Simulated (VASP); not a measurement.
Wanted: the native input for a VASP 6.6.1 run.

```yaml
Task: single point
Functional: PBE
Potentials_or_basis: VASP PAW PBE potentials, release 64 (Cd, S)
Cutoff: 520 eV
k_mesh: 8 × 8 × 8
Occupations: gaussian, width 0.016 eV
Spin: no spin polarisation
Dipole_correction: no
Further_INCAR_settings: ALGO = Normal; EDIFF = 1e-06; NBANDS = 16
```

The structure of CdS (Hawleyite) lies in POSCAR:

```
CdS
1.0
    0.0000000000      2.9165000000      2.9165000000
    2.9165000000      0.0000000000      2.9165000000
    2.9165000000      2.9165000000      0.0000000000
Cd S
1 1
Direct
    0.0000000000      0.0000000000      0.0000000000
    0.7500000000      0.7500000000      0.7500000000
```

The input as run:

INCAR

```
ALGO = Normal ; EDIFF = 1E-6
ENCUT = 520 ; GGA = PE
ISIF = 2 ; ISMEAR = 0
LASPH = True ; LCHARG = False
LREAL = False ; LWAVE = False
NBANDS = 16 ; NELM = 60
PREC = Accurate ; SIGMA = 0.016
```

KPOINTS

```
k-points
0
Gamma
  8 8 8
```

Potentials or basis: VASP PAW PBE potentials, release 64 (Cd, S).

Launch:

```console
$ cat potpaw_PBE.64/Cd/POTCAR potpaw_PBE.64/S/POTCAR > POTCAR
$ mpirun -np 1 vasp_std > vasp.out
```

It gave:

```
Pressure               : 3.2 GPa
Band gap on the k mesh : 1.15 eV, direct
```

Wall time 17 s on 1 thread of Intel(R) Xeon(R) Platinum 8259CL CPU @ 2.50GHz (Skylake/Cascade Lake), on a shared host, peak memory 0.18 GiB.
